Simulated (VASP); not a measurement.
Crystal: PbSe.

```
CELL_PARAMETERS angstrom
3.80938 0.00000 0.00000
0.00000 3.80938 0.00000
0.00000 0.00000 3.80938
ATOMIC_POSITIONS crystal
Pb 0.00000 0.00000 0.00000
Se 0.50000 0.50000 0.50000
```

Base run:

| Quantity | Value |
| --- | --- |
| Program | VASP 6.6.1 |
| Functional | r2SCAN |
| Potentials or basis | VASP PAW PBE potentials, release 64 (Pb_d, Se) |
| Cutoff | 520 eV |
| k mesh | 7 × 7 × 7 |
| Occupations | fermi-dirac, width 0.05 eV |
| Spin | no spin polarisation |

Its results: band gap on the k mesh 0.13 eV, indirect (least direct gap 1.27 eV); pressure -1.7 GPa.

Question: After a change of settings the same cell gave: band gap on the k mesh zero (band 10 reaches 4.95 eV, above the bottom of band 11 at 4.81 eV); pressure -4.0 GPa. Which change was it?
A. functional from r2SCAN to PBEsol
B. functional from r2SCAN to LDA; potentials or basis from VASP PAW PBE potentials, release 64 (Pb_d, Se) to VASP PAW LDA potentials, release 64 (Pb_d, Se)
C. functional from r2SCAN to PBE; further incar settings from ALGO = Normal; EDIFF = 1e-06; NBANDS = 17 to ALGO = Normal; EDIFF = 1e-07; NBANDS = 17

Answer: A.

r2SCAN gives the wider gap, since meta-GGAs in the generalised Kohn-Sham scheme recover part of the derivative discontinuity.

Caveats: the PAW data sets were made with another functional, which shifts forces and pressure a little; spin-orbit coupling is left out, which moves the levels of the heavy elements.
